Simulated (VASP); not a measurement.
Write the native input for VASP 6.6.1 that does the following.

```yaml
Task: relaxation of cell and atoms
Functional: r2SCAN
Potentials_or_basis: VASP PAW PBE potentials, release 64 (Si, F)
Cutoff: 600 eV
k_mesh: 6 × 6 × 5
Occupations: fermi-dirac, width 0.1 eV
Spin: no spin polarisation
Dipole_correction: no
Further_INCAR_settings: ALGO = Normal; EDIFF = 1e-07; IBRION = 2; EDIFFG = -0.01; NSW = 60; ISIF = 3
```

Crystal: Si2F.

```
CELL_PARAMETERS angstrom
1.73507 3.00523 0.00000
-1.73507 3.00523 0.00000
0.00000 0.00000 3.73477
ATOMIC_POSITIONS crystal
Si 0.33330 0.33340 0.50000
Si 0.66660 0.66670 0.50000
F 0.00000 0.00000 0.00000
```

The input as run:

POSCAR

```
Si2F
1.0
    1.7350750000      3.0052350000      0.0000000000
   -1.7350750000      3.0052350000      0.0000000000
    0.0000000000      0.0000000000      3.7347750000
Si F
2 1
Direct
    0.3333000000      0.3334000000      0.5000000000
    0.6666000000      0.6667000000      0.5000000000
    0.0000000000      0.0000000000      0.0000000000
```

INCAR.step1

```
SYSTEM = Si2F
ALGO     = Normal         ! electronic algorithm
EDIFF    = 1E-4           ! SCF threshold, eV
ENCUT    = 600            ! plane-wave cutoff, eV
GGA      = PE             ! functional
ISMEAR   = -1             ! smearing method
LASPH    = .True.         ! aspherical terms in the spheres
LCHARG   = .False.        ! write CHGCAR
LREAL    = .False.        ! projectors in reciprocal space
LWAVE    = .True.         ! write WAVECAR
NELM     = 100            ! most SCF steps
PREC     = Accurate       ! precision mode
SIGMA    = 0.1            ! smearing width, eV
```

INCAR.step2

```
SYSTEM = Si2F
ALGO     = Normal         ! electronic algorithm
EDIFF    = 1E-7           ! SCF threshold, eV
EDIFFG   = -0.01          ! ionic threshold
ENCUT    = 600            ! plane-wave cutoff, eV
IBRION   = 2              ! ionic algorithm
ISIF     = 3              ! what is computed and relaxed
ISMEAR   = -1             ! smearing method
ISTART   = 1            
LASPH    = .True.         ! aspherical terms in the spheres
LCHARG   = .False.        ! write CHGCAR
LMIXTAU  = .True.       
LREAL    = .False.        ! projectors in reciprocal space
LWAVE    = .False.        ! write WAVECAR
METAGGA  = R2SCAN         ! meta-GGA
NELM     = 100            ! most SCF steps
NSW      = 60             ! ionic steps
PREC     = Accurate       ! precision mode
SIGMA    = 0.1            ! smearing width, eV
```

KPOINTS

```
k-points
0
Gamma
  6 6 5
  0 0 0
```

Potentials or basis: VASP PAW PBE potentials, release 64 (Si, F).

Run with:

```console
$ cat potpaw_PBE.64/Si/POTCAR potpaw_PBE.64/F/POTCAR > POTCAR
$ cp INCAR.step1 INCAR
$ mpirun -np 1 vasp_std > vasp.out
$ cp INCAR.step2 INCAR
$ mpirun -np 1 vasp_std > vasp.out
```

It gave:

```yaml
Relaxed_volume: 13.67 Å³/atom
Relaxed_cell: a = 4.119 Å, b = 4.119 Å, c = 2.791 Å, α = 90.00°, β = 90.00°, γ = 59.97°
Space_group_after_relaxing_to_0.1_Å: P6/mmm (No. 191)
Energy_gained_by_relaxing: 799.4 meV/atom
Ionic_steps: 21
Pressure_after_relaxing: 0.0 GPa
Band_gap_on_the_k_mesh: zero (an odd number of electrons rules out a gap without spin polarisation)
```

Caveat: a cell axis changed by over 15 % at a fixed basis, so the end point is rough; the PAW data sets were made with another functional, which shifts forces and pressure a little; an odd number of electrons without spin polarisation forces a metal; a magnetic or distorted state may lie lower.

It took 43 min on 1 thread of Intel Xeon 8259CL (shared host), peak memory 0.15 GiB.
